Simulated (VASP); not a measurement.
# Mg2CdTe3 (P6_3mc) in VASP: further runs, part 3 of 3

VASP 6.6.1.

**5. Relaxation of cell and atoms, PBE**

File INCAR:

```
SYSTEM = Mg2CdTe3
PREC = Accurate ; ENCUT = 600
EDIFF = 1E-6 ; ISMEAR = 0
SIGMA = 0.1 ; LREAL = .FALSE.
LASPH = .TRUE. ; NELM = 60
ALGO = Normal ; ISIF = 3
LWAVE = .FALSE. ; LCHARG = .FALSE.
GGA = PE ; IBRION = 2
NSW = 90 ; EDIFFG = -0.04
```

File KPOINTS:

```
Automatic mesh
0
G
  6 6 1
  0 0 0
```

File POSCAR:

```
Mg2CdTe3
1.0
    4.2509734300      0.0000000000      0.0000000000
   -2.1254867200      3.6814509900      0.0000000000
    0.0000000000      0.0000000000     20.6643919400
Mg Cd Te
4 2 6
Direct
    0.3333333300      0.6666666700      0.6653303900
    0.3333333300      0.6666666700      0.9986637200
    0.6666666700      0.3333333300      0.1653303900
    0.6666666700      0.3333333300      0.4986637200
    0.3333333300      0.6666666700      0.3319970600
    0.6666666700      0.3333333300      0.8319970600
    0.3333333300      0.6666666700      0.1246696100
    0.3333333300      0.6666666700      0.4580029400
    0.3333333300      0.6666666700      0.7913362800
    0.6666666700      0.3333333300      0.2913362800
    0.6666666700      0.3333333300      0.6246696100
    0.6666666700      0.3333333300      0.9580029400
```

Potentials or basis: VASP PAW PBE potentials, release 64 (Mg, Cd, Te).

Started as:

```sh
cat potpaw_PBE.64/Mg/POTCAR potpaw_PBE.64/Cd/POTCAR potpaw_PBE.64/Te/POTCAR > POTCAR
mpirun -np 1 vasp_std > vasp.out
```

OUTCAR:

```text
SYSTEM = Mg2CdTe3
   PREC = Accurate
   ENCUT = 600
   EDIFF = 1E-6
   ISMEAR = 0
   LREAL = .FALSE.
   LASPH = .TRUE.
   NELM = 60
   ISIF = 3
   GGA = PE
   IBRION = 2
   NSW = 90
   EDIFFG = -0.04

 ion  position               nearest neighbor table
   1  0.333  0.667  0.665-  11 2.59  11 2.59  11 2.59   9 2.60
   2  0.333  0.667  0.999-  12 2.59  12 2.59  12 2.59   7 2.60
   3  0.667  0.333  0.165-   7 2.59   7 2.59   7 2.59  10 2.60
   4  0.667  0.333  0.499-   8 2.59   8 2.59   8 2.59  11 2.60
   5  0.333  0.667  0.332-  10 2.59  10 2.59  10 2.59   8 2.60
   6  0.667  0.333  0.832-   9 2.59   9 2.59   9 2.59  12 2.60
   7  0.333  0.667  0.125-   3 2.59   3 2.59   3 2.59   2 2.60
   8  0.333  0.667  0.458-   4 2.59   4 2.59   4 2.59   5 2.60
   9  0.333  0.667  0.791-   6 2.59   6 2.59   6 2.59   1 2.60
  10  0.667  0.333  0.291-   5 2.59   5 2.59   5 2.59   3 2.60
  11  0.667  0.333  0.625-   1 2.59   1 2.59   1 2.59   4 2.60
  12  0.667  0.333  0.958-   2 2.59   2 2.59   2 2.59   6 2.60

  LATTYP: Found a hexagonal cell.
 ALAT       =     4.2509734300
 C/A-ratio  =     4.8610964713

  Lattice vectors:

 A1 = (   4.2509734300,   0.0000000000,   0.0000000000)
 A2 = (  -2.1254867200,   3.6814509900,   0.0000000000)
 A3 = (   0.0000000000,   0.0000000000,  20.6643919400)

Analysis of symmetry for initial positions (statically):
=====================================================================
 Subroutine PRICEL returns:
 Original cell was already a primitive cell.

 Routine SETGRP: Setting up the symmetry group for a
 hexagonal supercell.

 Subroutine GETGRP returns: Found 12 space group operations
 (whereof  6 operations were pure point group operations)
 out of a pool of 24 trial point group operations.

The static configuration has the point symmetry C_3v.
 The point group associated with its full space group is C_6v.

Analysis of symmetry for dynamics (positions and initial velocities):
=====================================================================
 Subroutine PRICEL returns:
 Original cell was already a primitive cell.

 Routine SETGRP: Setting up the symmetry group for a
[... 120 lines left out ...]
   NELECT =      68.0000    total number of electrons
   NUPDOWN=      -1.0000    fix difference up-down
   EMIN   =  10.00;   EMAX   =-10.00  energy-range for DOS
   EFERMI =   0.00;   METHOD = LEGACY
   ISMEAR =     0;   SIGMA  =   0.10  broadening in eV -4-tet -1-fermi 0-gaus
   EFERMI_NEDOS =   21; number of points for ismear=-14 and -15
   IALGO  =     38    algorithm
   IMIX   =      4    mixing-type and parameters
     AMIX     =   0.40;   BMIX     =  1.00
     AMIX_MAG =   1.60;   BMIX_MAG =  1.00
  volume/ion in A,a.u.               =      26.95       181.86
  Fermi-wavevector in a.u.,A,eV,Ry     =   0.973497  1.839642 12.894183  0.947696
  Thomas-Fermi vector in A             =   2.103881
   LORBIT       =      0    0 simple, 1 ext, 2 COOP (PROOUT), +10 PAW based schemes
   GGA     = PE    functional components
   LHFCALC =     F    Hartree Fock is set to
   AEXX    =    0.0000 exact exchange contribution
   IVDW    =     0    specifies the selected vdW correction
   LEPSILON=     F    determine dielectric tensor
   LRPA    =     F    only Hartree local field effects (RPA)
 conjugate gradient relaxation of ions
 non-spin polarized calculation
 Gauss-broadening in eV      SIGMA  =   0.10
  energy-cutoff  :      600.00
  volume of cell :      323.39
 maximum number of plane-waves:     10853
 NGX is ok and might be reduce to    36
   NGX = 17   NGY = 17   NGZ = 83

--------------------------------------- Ionic step        1  -------------------------------------------

 number of electron      67.9999985 magnetization

 Free energy of the ion-electron system (eV)
  ---------------------------------------------------
  ext. energy  EPLUGINS =         0.00000000
  ---------------------------------------------------
  free energy    TOTEN  =       -31.16628062 eV

  energy without entropy =      -31.16628062  energy(sigma->0) =      -31.16628062

------------------------ aborting loop because EDIFF is reached ----------------------------------------

  FORCE on cell =-STRESS in cart. coord.  units (eV):
  Direction    XX          YY          ZZ          XY          YZ          ZX
  --------------------------------------------------------------------------------------
  -------------------------------------------------------------------------------------
  Total       33.2520186     33.2520187     33.3739763     -0.0000000     -0.0000000      0.0000000
  in kB      164.7398069    164.7398077    165.3440196     -0.0000002     -0.0000000      0.0000000
  external PRESSURE =     164.9412114 kB  Pullay stress =       0.0000000 kB
[... 355 lines left out ...]
--------------------------------------- Ionic step        9  -------------------------------------------

 number of electron      67.9999998 magnetization

 Free energy of the ion-electron system (eV)
  ---------------------------------------------------
  ext. energy  EPLUGINS =         0.00000000
  ---------------------------------------------------
  free energy    TOTEN  =       -35.19106100 eV

  energy without entropy =      -35.19106100  energy(sigma->0) =      -35.19106100

 E-fermi :   2.3695     XC(G=0):  -7.9429

 val. band max:        1.8995552134   @ k =   0.0000   0.0000   0.0000
 cond. band min:       3.3828083737   @ k =   0.0000   0.0000   0.0000
 fundamental gap:      1.4832531603
 Fermi energy:         2.3695456977

 k-point     1 :       0.0000    0.0000    0.0000
  band No.  band energies     occupation
      1      -8.6227      2.00000
      2      -8.5499      2.00000
      3      -8.4683      2.00000
      4      -8.3354      2.00000
      5      -8.1561      2.00000
      6      -8.0969      2.00000
[... 336 lines left out ...]
  FREE ENERGIE OF THE ION-ELECTRON SYSTEM (eV)
  ---------------------------------------------------
  free  energy   TOTEN  =       -35.1910609957 eV

  energy  without entropy=      -35.1910609957  energy(sigma->0) =      -35.19106100

 reached required accuracy - stopping structural energy minimisation
```

CONTCAR:

```text
Mg2CdTe3
   1.00000000000000
     4.6333620027957760   -0.0000000005133279   -0.0000000000000000
    -2.3166810072922086    4.0126092107730651    0.0000000000000000
     0.0000000000000000   -0.0000000000000000   22.6470489702837661
  Mg              Cd              Te
     4     2     6
Direct
     0.3333333300000021    0.6666666699999979    0.6642082015501332
     0.3333333300000021    0.6666666699999979    0.9995690757549160
     0.6666666699999979    0.3333333300000021    0.1642082015501331
     0.6666666699999979    0.3333333300000021    0.4995690757549160
     0.3333333300000021    0.6666666699999979    0.3333359110833614
     0.6666666699999979    0.3333333300000021    0.8333359110833612
     0.3333333300000021    0.6666666699999979    0.1242326792735341
     0.3333333300000021    0.6666666699999979    0.4597489198665660
     0.3333333300000021    0.6666666699999979    0.7889052124714939
     0.6666666699999979    0.3333333300000021    0.2889052124714939
     0.6666666699999979    0.3333333300000021    0.6242326792735339
     0.6666666699999979    0.3333333300000021    0.9597489198665662

  0.00000000E+00  0.00000000E+00  0.00000000E+00
  0.00000000E+00  0.00000000E+00  0.00000000E+00
  0.00000000E+00  0.00000000E+00  0.00000000E+00
  0.00000000E+00  0.00000000E+00  0.00000000E+00
  0.00000000E+00  0.00000000E+00  0.00000000E+00
  0.00000000E+00  0.00000000E+00  0.00000000E+00
  0.00000000E+00  0.00000000E+00  0.00000000E+00
  0.00000000E+00  0.00000000E+00  0.00000000E+00
  0.00000000E+00  0.00000000E+00  0.00000000E+00
  0.00000000E+00  0.00000000E+00  0.00000000E+00
  0.00000000E+00  0.00000000E+00  0.00000000E+00
  0.00000000E+00  0.00000000E+00  0.00000000E+00
```

Run time: 16 min. Hardware: 1 thread of Intel Xeon 6975P-C, shared host; peak memory 0.61 GiB.

What came out:

```
Free energy                            : -35.1911 eV
Relaxed volume                         : 35.09 Å³/atom
Relaxed cell                           : a = 4.633 Å, b = 4.633 Å, c = 22.647 Å, α = 90.00°, β = 90.00°, γ = 120.00°
Space group after relaxing (to 0.05 Å) : P6_3mc (No. 186)
Energy gained by relaxing              : 335.4 meV/atom
Ionic steps                            : 9
Pressure after relaxing                : 0.0 GPa
Largest force after relaxing           : 0.024 eV/Å
Band gap on the k mesh                 : 1.48 eV, direct
```

Forces in eV/Å, atoms in the order of the input:
```
Mg   0.000  0.000 -0.003
Mg   0.000  0.000 -0.007
Mg   0.000  0.000 -0.003
Mg   0.000  0.000 -0.007
Cd   0.000  0.000 -0.018
Cd   0.000  0.000 -0.018
Te   0.000  0.000 -0.003
Te   0.000  0.000  0.024
Te   0.000  0.000  0.007
Te   0.000  0.000  0.007
Te   0.000  0.000 -0.003
Te   0.000  0.000  0.024
```

Step by step:
```
step  energy change (eV)  largest force (eV/Å)  pressure (GPa)  volume (Å³)
   1              0.0000                0.7779           16.49       323.39
   2             -3.4958                0.0918           -3.02       471.40
   3             -4.0150                0.0919            0.15       419.77
   4             -4.0159                0.0922           -0.03       422.06
   5             -4.0185                0.0771           -0.03       421.98
   6             -4.0232                0.0470           -0.03       421.75
   7             -4.0196                0.1062           -0.01       421.27
   8             -4.0240                0.0470           -0.02       421.61
   9             -4.0248                0.0242            0.02       421.05
```

Final structure:
```yaml
crystal:
  lattice:
    - [4.63336, 0.00000, 0.00000]
    - [-2.31668, 4.01261, 0.00000]
    - [0.00000, 0.00000, 22.64705]
  atoms:
    - { symbol: Mg, position: [0.33333, 0.66667, 0.66421] }
    - { symbol: Mg, position: [0.33333, 0.66667, 0.99957] }
    - { symbol: Mg, position: [0.66667, 0.33333, 0.16421] }
    - { symbol: Mg, position: [0.66667, 0.33333, 0.49957] }
    - { symbol: Cd, position: [0.33333, 0.66667, 0.33334] }
    - { symbol: Cd, position: [0.66667, 0.33333, 0.83334] }
    - { symbol: Te, position: [0.33333, 0.66667, 0.12423] }
    - { symbol: Te, position: [0.33333, 0.66667, 0.45975] }
    - { symbol: Te, position: [0.33333, 0.66667, 0.78891] }
    - { symbol: Te, position: [0.66667, 0.33333, 0.28891] }
    - { symbol: Te, position: [0.66667, 0.33333, 0.62423] }
    - { symbol: Te, position: [0.66667, 0.33333, 0.95975] }
```

Levels at points of the mesh, in eV from the valence-band top:
```
           k point  band 32  band 33  band 34  band 35  band 36  band 37
(0.00, 0.00, 0.00)    -0.04     0.00     0.00     1.48     2.02     2.55
(0.50, 0.00, 0.00)    -0.88    -0.80    -0.63     2.26     2.74     2.80
```

Caveat: the volume moved by over 15 % at a fixed basis, so the end points are rough; spin-orbit coupling is left out, which moves the levels of the heavy elements.

**6. The runs side by side**

| task | cell | k mesh | cutoff (eV) | smearing | gap on the mesh (eV) | pressure (GPa) | largest force (eV/Å) |
| --- | --- | --- | --- | --- | --- | --- | --- |
| single point | a = 4.251, b = 4.251, c = 20.664 Å, angles 90.0, 90.0, 120.0°, 12 atoms | 6 × 6 × 1 | 520 | gaussian 0.1 eV | 2.19 | 16.5 | 0.78 |
| single point | a = 4.619, b = 4.619, c = 22.591 Å, angles 90.0, 90.0, 120.0°, 12 atoms | 6 × 6 × 1 | 520 | gaussian 0.1 eV | 1.51 | 0.3 | 0.03 |
| single point | a = 4.633, b = 4.633, c = 22.647 Å, angles 90.0, 90.0, 120.0°, 12 atoms | 6 × 6 × 2 | 520 | gaussian 0.02 eV | 1.49 | 0.0 | 0.02 |
| relaxation of cell and atoms | relaxed from a = 4.251, b = 4.251, c = 20.664 Å, angles 90.0, 90.0, 120.0°, 12 atoms | 6 × 6 × 1 | 600 | gaussian 0.1 eV | 1.48 | 0.0 | 0.02 |

Alike in all rows: level PBE; potentials or basis VASP PAW PBE potentials, release 64 (Mg, Cd, Te); no spin polarisation.

Caveats: spin-orbit coupling is left out, which moves the levels of the heavy elements; the volume moved by over 15 % at a fixed basis, so the end points are rough (some runs).

Total energies depend on the potentials used, so only differences within one code and one set of settings carry meaning.
